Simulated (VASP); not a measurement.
# ZrTi (P4/mmm) in VASP: single point with LDA

Aim: the single point of ZrTi with LDA.

Everything below comes from runs of VASP 6.6.1. Logs are shortened: lines on timing, memory, paths and dates and some standing lists are left out, and cuts for length are marked.

### Step 1. The cell of the first run

It takes space group P4/mmm (No. 123, tetragonal). Conventional cell: a = 2.820 Å, b = 2.820 Å, c = 4.579 Å, α = 90.00°, β = 90.00°, γ = 90.00°. Zr (site symmetry 4/mmm) has 4 Zr at 2.82 Å and 8 Ti at 3.04 Å within 3.7 Å. Ti (site symmetry 4/mmm) has 4 Ti at 2.82 Å and 8 Zr at 3.04 Å within 3.7 Å.

### Step 2. Single point, LDA

INCAR reads:

```
  PREC = Accurate
  ENCUT = 520
  EDIFF = 1E-6
  ISMEAR = 0
  SIGMA = 0.15
  LREAL = False
  LASPH = True
  NELM = 100
  ALGO = Fast
  ISIF = 2
  LWAVE = False
  LCHARG = False
  NBANDS = 19
```

KPOINTS reads:

```
Automatic mesh
0
Gamma
  14 14 12
```

POSCAR reads:

```
ZrTi
1.0
    2.8201000000      0.0000000000      0.0000000000
    0.0000000000      2.8201000000      0.0000000000
    0.0000000000      0.0000000000      4.5788000000
Zr Ti
1 1
Direct
    0.5000000000      0.5000000000      0.5000000000
    0.0000000000      0.0000000000      0.0000000000
```

Potentials or basis: VASP PAW LDA potentials, release 64 (Zr_sv, Ti_sv).

Started as:

```console
cat potpaw_LDA.64/Zr_sv/POTCAR potpaw_LDA.64/Ti_sv/POTCAR > POTCAR
mpirun -np 1 vasp_std > vasp.out
```

OUTCAR:

```text
PREC = Accurate
   ENCUT = 520
   EDIFF = 1E-6
   ISMEAR = 0
   LREAL = False
   LASPH = True
   NELM = 100
   ISIF = 2

 ion  position               nearest neighbor table
   1  0.500  0.500  0.500-   2 3.04   2 3.04   2 3.04   2 3.04   2 3.04   2 3.04   2 3.04   2 3.04

   2  0.000  0.000  0.000-   1 3.04   1 3.04   1 3.04   1 3.04   1 3.04   1 3.04   1 3.04   1 3.04

  LATTYP: Found a simple tetragonal cell.
 ALAT       =     2.8201000000
 C/A-ratio  =     1.6236303677

  Lattice vectors:

 A1 = (   2.8201000000,   0.0000000000,   0.0000000000)
 A2 = (   0.0000000000,   2.8201000000,   0.0000000000)
 A3 = (   0.0000000000,   0.0000000000,   4.5788000000)

Analysis of symmetry for initial positions (statically):
=====================================================================
 Subroutine PRICEL returns:
 Original cell was already a primitive cell.

 Routine SETGRP: Setting up the symmetry group for a
 simple tetragonal supercell.

 Subroutine GETGRP returns: Found 16 space group operations
 (whereof 16 operations were pure point group operations)
 out of a pool of 16 trial point group operations.

The static configuration has the point symmetry D_4h.

Analysis of symmetry for dynamics (positions and initial velocities):
=====================================================================
 Subroutine PRICEL returns:
 Original cell was already a primitive cell.

 Routine SETGRP: Setting up the symmetry group for a
 simple tetragonal supercell.

 Subroutine GETGRP returns: Found 16 space group operations
 (whereof 16 operations were pure point group operations)
 out of a pool of 16 trial point group operations.

The dynamic configuration has the point symmetry D_4h.

 Subroutine INISYM returns: Found 16 space group operations
 (whereof 16 operations are pure point group operations),
 and found     1 'primitive' translations

----------------------------------------------------------------------------------------

                                     Primitive cell

  volume of cell :      36.4150

  direct lattice vectors                    reciprocal lattice vectors
     2.820100000  0.000000000  0.000000000     0.354597355  0.000000000  0.000000000
     0.000000000  2.820100000  0.000000000     0.000000000  0.354597355  0.000000000
     0.000000000  0.000000000  4.578800000     0.000000000  0.000000000  0.218397833

  length of vectors
     2.820100000  2.820100000  4.578800000     0.354597355  0.354597355  0.218397833

  position of ions in fractional coordinates (direct lattice)
     0.500000000  0.500000000  0.500000000
     0.000000000  0.000000000  0.000000000

  ion indices of the primitive-cell ions
   primitive index   ion index
                 1           1
                 2           2

----------------------------------------------------------------------------------------

 KPOINTS: Automatic mesh

Automatic generation of k-mesh.
 Grid dimensions read from file:
 generate k-points for:   14   14   12

 Generating k-lattice:

  Cartesian coordinates                     Fractional coordinates (reciprocal lattice)
     0.025328382  0.000000000  0.000000000     0.071428571  0.000000000  0.000000000
     0.000000000  0.025328382  0.000000000     0.000000000  0.071428571  0.000000000
     0.000000000  0.000000000  0.018199819     0.000000000  0.000000000  0.083333333

  Length of vectors
     0.025328382  0.025328382  0.018199819

  Shift w.r.t. Gamma in fractional coordinates (k-lattice)
     0.000000000  0.000000000  0.000000000

 Subroutine IBZKPT returns following result:
 ===========================================

 Found    252 irreducible k-points:

 Following reciprocal coordinates:
            Coordinates               Weight
  0.000000  0.000000  0.000000      1.000000
  0.071429  0.000000  0.000000      4.000000
  0.142857  0.000000  0.000000      4.000000
  0.214286  0.000000  0.000000      4.000000
  0.285714  0.000000  0.000000      4.000000
  0.357143  0.000000  0.000000      4.000000
[... 16 lines left out ...]
  0.285714  0.214286  0.000000      8.000000
  0.357143  0.214286  0.000000      8.000000
 [... further k-points ...]
   k-points           NKPTS =    252   k-points in BZ     NKDIM =    252   number of bands    NBANDS=     19
   number of dos      NEDOS =    301   number of ions     NIONS =      2
   total plane-waves  NPLWV =  20736
   dimension x,y,z NGX =    24 NGY =   24 NGZ =   36
   dimension x,y,z NGXF=    48 NGYF=   48 NGZF=   72
   ions per type =               1   1
   NGX,Y,Z   is equivalent  to a cutoff of  14.15, 14.15, 13.07 a.u.
   NGXF,Y,Z  is equivalent  to a cutoff of  28.30, 28.30, 26.14 a.u.
 SYSTEM =  unknown system
   PREC   = accura    normal or accurate (medium, high low for compatibility)
   ISTART =      0    job   : 0-new  1-cont  2-samecut
   ICHARG =      2    charge: 1-file 2-atom 10-const
   ISPIN  =      1    spin polarized calculation?
   LNONCOLLINEAR =      F non collinear calculations
   LSORBIT =      F    spin-orbit coupling
   LASPH  =      T    aspherical Exc in radial PAW
   ENCUT  =  520.0 eV  38.22 Ry    6.18 a.u.   5.24  5.24  8.51*2*pi/ulx,y,z
   NELM   =    100;   NELMIN=  2; NELMDL= -5     # of ELM steps
   EDIFF  = 0.1E-05   stopping-criterion for ELM
   LREAL  =      F    real-space projection
   EDIFFG = 0.1E-04   stopping-criterion for IOM
   NSW    =      0    number of steps for IOM
   IBRION =     -1    ionic relax: 0-MD 1-quasi-New 2-CG
   NFREE  =      0    steps in history (QN), initial steepest desc. (CG)
   ISIF   =      2    stress and relaxation
   ISYM   =      2    0-nonsym 1-usesym 2-fastsym
   POTIM  = 0.5000    time-step for ionic-motion
   TEBEG  =    0.0;   TEEND  =   0.0 temperature during run
   PSTRESS=    0.0 pullay stress
   NELECT =      24.0000    total number of electrons
   NUPDOWN=      -1.0000    fix difference up-down
   EMIN   =  10.00;   EMAX   =-10.00  energy-range for DOS
   EFERMI =   0.00;   METHOD = LEGACY
   ISMEAR =     0;   SIGMA  =   0.15  broadening in eV -4-tet -1-fermi 0-gaus
   EFERMI_NEDOS =   21; number of points for ismear=-14 and -15
   IALGO  =     68    algorithm
   IMIX   =      4    mixing-type and parameters
     AMIX     =   0.40;   BMIX     =  1.00
     AMIX_MAG =   1.60;   BMIX_MAG =  1.00
  volume/ion in A,a.u.               =      18.21       122.87
  Fermi-wavevector in a.u.,A,eV,Ry     =   1.424683  2.692261 27.616053  2.029723
  Thomas-Fermi vector in A             =   2.545148
   LORBIT       =      0    0 simple, 1 ext, 2 COOP (PROOUT), +10 PAW based schemes
   GGA     = CA    functional components
   LHFCALC =     F    Hartree Fock is set to
   AEXX    =    0.0000 exact exchange contribution
   IVDW    =     0    specifies the selected vdW correction
   LEPSILON=     F    determine dielectric tensor
   LRPA    =     F    only Hartree local field effects (RPA)
 non-spin polarized calculation
 RMM-DIIS sequential band-by-band and
 Gauss-broadening in eV      SIGMA  =   0.15
  energy-cutoff  :      520.00
  volume of cell :       36.42
 maximum number of plane-waves:      1000
 NGX is ok and might be reduce to    24
   NGX = 11   NGY = 11   NGZ = 17

 number of electron      24.0000000 magnetization

 Free energy of the ion-electron system (eV)
  ---------------------------------------------------
  ext. energy  EPLUGINS =         0.00000000
  ---------------------------------------------------
  free energy    TOTEN  =       -17.60817134 eV

  energy without entropy =      -17.56704580  energy(sigma->0) =      -17.58760857

 E-fermi :   9.5508     XC(G=0): -12.0205

 val. band max:        9.5489702515   @ k =   0.1429   0.1429   0.5000
 cond. band min:       9.5512679899   @ k =   0.1429   0.0714   0.3333
 fundamental gap:      0.0022977384
 Fermi energy:         9.5507793156

 k-point     1 :       0.0000    0.0000    0.0000
  band No.  band energies     occupation
      1     -46.3734      2.00000
      2     -38.3926      2.00000
      3     -23.0458      2.00000
      4     -22.7560      2.00000
      5     -22.7560      2.00000
      6     -16.5492      2.00000
[... 11 lines left out ...]
     18      15.1567      0.00000
     19      15.1567      0.00000

 k-point     2 :       0.0714    0.0000    0.0000
  band No.  band energies     occupation
      1     -46.3703      2.00000
      2     -38.3827      2.00000
      3     -23.0418      2.00000
      4     -22.7809      2.00000
      5     -22.7538      2.00000
      6     -16.5415      2.00000
[... 11 lines left out ...]
     18      15.4565      0.00000
     19      15.7217      0.00000

 k-point     3 :       0.1429    0.0000    0.0000
  band No.  band energies     occupation
      1     -46.3616      2.00000
      2     -38.3547      2.00000
      3     -23.0304      2.00000
      4     -22.8503      2.00000
      5     -22.7476      2.00000
      6     -16.5196      2.00000
[... 11 lines left out ...]
     18      15.0625      0.00000
     19      15.0899      0.00000

 k-point     4 :       0.2143    0.0000    0.0000
  band No.  band energies     occupation
      1     -46.3491      2.00000
      2     -38.3139      2.00000
      3     -23.0140      2.00000
      4     -22.9495      2.00000
      5     -22.7386      2.00000
      6     -16.4938      2.00000
[... 11 lines left out ...]
     18      14.2895      0.00000
     19      14.9472      0.00000

 k-point     5 :       0.2857    0.0000    0.0000
  band No.  band energies     occupation
      1     -46.3351      2.00000
      2     -38.2682      2.00000
      3     -23.0581      2.00000
      4     -22.9958      2.00000
      5     -22.7286      2.00000
      6     -16.8458      2.00000
[... 11 lines left out ...]
     18      13.5494      0.00000
     19      14.7961      0.00000
[... 334 lines left out ...]
      2     -38.1500      2.00000
      3     -23.2330      2.00000
      4     -22.9528      2.00000
      5     -22.8022      2.00000
      6     -17.3790      2.00000
[... 11 lines left out ...]
     18      14.1411      0.00000
     19      14.9458      0.00000

 k-point    22 :       0.2143    0.2143    0.0000
  band No.  band energies     occupation
      1     -46.3252      2.00000
      2     -38.2360      2.00000
      3     -22.9858      2.00000
      4     -22.9343      2.00000
      5     -22.9245      2.00000
      6     -16.4459      2.00000
[... 11 lines left out ...]
     18      12.8804      0.00000
     19      14.4615      0.00000

 k-point    23 :       0.2857    0.2143    0.0000
  band No.  band energies     occupation
      1     -46.3115      2.00000
      2     -38.1907      2.00000
      3     -23.0368      2.00000
      4     -22.9696      2.00000
      5     -22.9177      2.00000
      6     -16.7627      2.00000
[... 11 lines left out ...]
     18      13.0737      0.00000
     19      14.3379      0.00000

 k-point    24 :       0.3571    0.2143    0.0000
  band No.  band energies     occupation
      1     -46.2990      2.00000
      2     -38.1495      2.00000
      3     -23.1321      2.00000
      4     -22.9550      2.00000
      5     -22.9076      2.00000
      6     -17.0584      2.00000
[... 11 lines left out ...]
     18      14.1022      0.00000
     19      14.1945      0.00000

 [... further k-points ...]

------------------------ aborting loop because EDIFF is reached ----------------------------------------

  FORCE on cell =-STRESS in cart. coord.  units (eV):
  Direction    XX          YY          ZZ          XY          YZ          ZX
  --------------------------------------------------------------------------------------
  -------------------------------------------------------------------------------------
  Total        1.1748719      1.1748719      0.0579932      0.0000000      0.0000000      0.0000000
  in kB       51.6916522     51.6916522      2.5515676      0.0000000      0.0000000      0.0000000
  external PRESSURE =      35.3116240 kB  Pullay stress =       0.0000000 kB

 VOLUME and BASIS-vectors are now :
 -----------------------------------------------------------------------------
  energy-cutoff  :      520.00
  volume of cell :       36.42
      direct lattice vectors                 reciprocal lattice vectors
     2.820100000  0.000000000  0.000000000     0.354597355  0.000000000  0.000000000
     0.000000000  2.820100000  0.000000000     0.000000000  0.354597355  0.000000000
     0.000000000  0.000000000  4.578800000     0.000000000  0.000000000  0.218397833

 POSITION                                       TOTAL-FORCE (eV/Angst)
 -----------------------------------------------------------------------------------
      1.41005      1.41005      2.28940         0.000000      0.000000      0.000000
      0.00000      0.00000      0.00000         0.000000      0.000000      0.000000
 -----------------------------------------------------------------------------------
    total drift:                                0.000000      0.000000     -0.000000

  FREE ENERGIE OF THE ION-ELECTRON SYSTEM (eV)
  ---------------------------------------------------
  free  energy   TOTEN  =       -17.6081713434 eV

  energy  without entropy=      -17.5670457978  energy(sigma->0) =      -17.58760857
```

Run time: 15 min. Hardware: 1 thread of Intel Xeon Platinum 8375C at 2.90GHz (Ice Lake), shared host; peak memory 0.29 GiB.

Results:

* Free energy: -17.6082 eV
* Pressure: 3.5 GPa
* Band gap on the k mesh: zero (bands 12 and 13 overlap by 1.07 eV)

Caveat: the cell stands under pressure.
